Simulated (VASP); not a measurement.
Wanted: the native input for a VASP 6.6.1 run.

```
Task                   : single point
Functional             : PBE
Potentials or basis    : VASP PAW PBE potentials, release 64 (Li_sv)
Cutoff                 : 750 eV
k mesh                 : 17 × 17 × 17
Occupations            : fermi-dirac, width 0.1 eV
Spin                   : no spin polarisation
Dipole correction      : no
Further INCAR settings : ALGO = Normal; EDIFF = 1e-06; NBANDS = 8
```

The structure of Li lies in POSCAR:

```
Li
1.0
   -1.2648100268      1.2648100268      1.2648100268
    1.2648100268     -1.2648100268      1.2648100268
    1.2648100268      1.2648100268     -1.2648100268
Li
1
Direct
    0.0000000000      0.0000000000      0.0000000000
```

The input as run:

INCAR

```
SYSTEM = Li
PREC = Accurate
ENCUT = 750
EDIFF = 1E-6
ISMEAR = -1
SIGMA = 0.1
LREAL = .FALSE.
LASPH = .TRUE.
NELM = 120
ALGO = Normal
ISIF = 2
LWAVE = .FALSE.
LCHARG = .FALSE.
GGA = PE
NBANDS = 8
GGA_COMPAT = .FALSE.
```

KPOINTS

```
regular mesh
0
G
  17 17 17
  0 0 0
```

Potentials or basis: VASP PAW PBE potentials, release 64 (Li_sv).

The run is started by

```bash
$ cat potpaw_PBE.64/Li_sv/POTCAR > POTCAR
$ mpirun -np 1 vasp_std > vasp.out
```

It gave:

The pressure is 58.8 GPa. The band gap on the k mesh is zero (an odd number of electrons rules out a gap without spin polarisation).

Caveat: the cell stands under pressure.

It took 19 s on 1 thread of Intel Xeon 8259CL (shared host), peak memory 0.13 GiB.
